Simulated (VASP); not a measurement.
BaTiO3: single point with PBE

Crystal: BaTiO3.

```
CELL_PARAMETERS angstrom
4.04513 0.00000 0.00000
0.00000 4.04513 0.00000
0.00000 0.00000 4.13878
ATOMIC_POSITIONS crystal
Ba 0.00000 0.00000 0.98632
Ti 0.50000 0.50000 0.46908
O 0.50000 0.50000 0.03785
O 0.50000 0.00000 0.51738
O 0.00000 0.50000 0.51738
```

This cell differs from its parent crystal: strain +0.015 along x and y, -0.015 along z.

* Program: VASP 6.6.1
* Task: single point
* Functional: PBE
* Potentials or basis: VASP PAW PBE potentials, release 64 (Ba_sv, Ti_sv, O_h)
* Cutoff: 1340 eV
* k mesh: 8 × 8 × 6
* Occupations: gaussian, width 0.05 eV
* Spin: no spin polarisation
* Dipole correction: no
* Further INCAR settings: ALGO = Normal; EDIFF = 1e-06; NBANDS = 28

```
Pressure               : -0.8 GPa
Largest force          : 0.433 eV/Å
Band gap on the k mesh : 1.78 eV (least direct gap 2.29 eV)
```

Forces in eV/Å, atoms in the order of the input:
```
Ba   0.000  0.000  0.064
Ti   0.000  0.000  0.433
O    0.000  0.000 -0.393
O    0.000  0.000 -0.052
O    0.000  0.000 -0.052
```

Stress tensor (GPa, compression positive):
```
-2.51  0.00  0.00
 0.00 -2.51  0.00
 0.00  0.00  2.65
```

Levels at points of the mesh, in eV from the valence-band top:
| k point | band 17 | band 18 | band 19 | band 20 | band 21 | band 22 | band 23 | band 24 |
| --- | --- | --- | --- | --- | --- | --- | --- | --- |
| (0.00, 0.00, 0.00) | -1.19 | -0.85 | -0.51 | -0.51 | 1.78 | 2.47 | 2.47 | 3.84 |
| (0.50, 0.00, 0.00) | -1.81 | -1.58 | -1.51 | -1.29 | 2.53 | 3.32 | 3.46 | 4.10 |
| (0.50, 0.50, 0.00) | -2.01 | -1.25 | -1.25 | -0.07 | 3.50 | 3.50 | 3.77 | 4.23 |
| (0.00, 0.00, 0.50) | -1.94 | -1.91 | -0.71 | -0.71 | 1.91 | 3.55 | 3.55 | 3.85 |
| (0.50, 0.00, 0.50) | -1.80 | -1.05 | -0.98 | -0.43 | 3.37 | 3.56 | 3.74 | 4.61 |
| (0.50, 0.50, 0.50) | -2.52 | -0.37 | -0.37 | 0.00 | 3.94 | 3.97 | 3.97 | 5.91 |

Run time: 7.5 min on 1 thread of Intel(R) Xeon(R) Platinum 8259CL CPU @ 2.50GHz (Skylake/Cascade Lake) (shared host), peak memory 0.66 GiB.

Caveat: the cell differs from its parent crystal (strain +0.015 along x and y, -0.015 along z); the stress differs along the axes, from -3 to 3 GPa; spin-orbit coupling is left out, which moves the levels of the heavy elements. A k mesh can miss the band edges.
